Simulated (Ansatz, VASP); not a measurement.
# Al: VASP beside Ansatz

```xyz
2
Lattice="2.8352 0.0000 0.0000 -1.4176 2.4553 0.0000 0.0000 0.0000 4.5995" Properties=species:S:1:pos:R:3 pbc="T T T"
Al    0.0000    1.6369    1.1499
Al    1.4176    0.8184    3.4497
```

Alike in both runs: functional r2SCAN; k mesh 18 × 18 × 10; occupations gaussian, width 0.1 eV; no spin polarisation.

Ansatz relaxed the structure, and its values are those at the end. VASP's run is a single point on that final structure, the one shown.

```csv
,VASP,Ansatz
version,VASP 6.6.1,Ansatz 0.2.0
potentials or method,"VASP PAW PBE potentials, release 64 (Al), cutoff 520 eV","scalar-relativistic, plane waves, PAW"
valence electrons in the cell,6,6
```

|  | VASP | Ansatz | Ansatz less VASP |
| --- | --- | --- | --- |
| gap on the k mesh at the Fermi level (eV) | none | none | - |
| pressure (GPa) | -0.3 | 0.0 | +0.32 |

VASP's potentials were made for PBE, not for r2SCAN. A gap of «none» marks a metal or a gap that the smearing closes. The functional is the same, so the differences come from potentials, cutoffs and numerics.
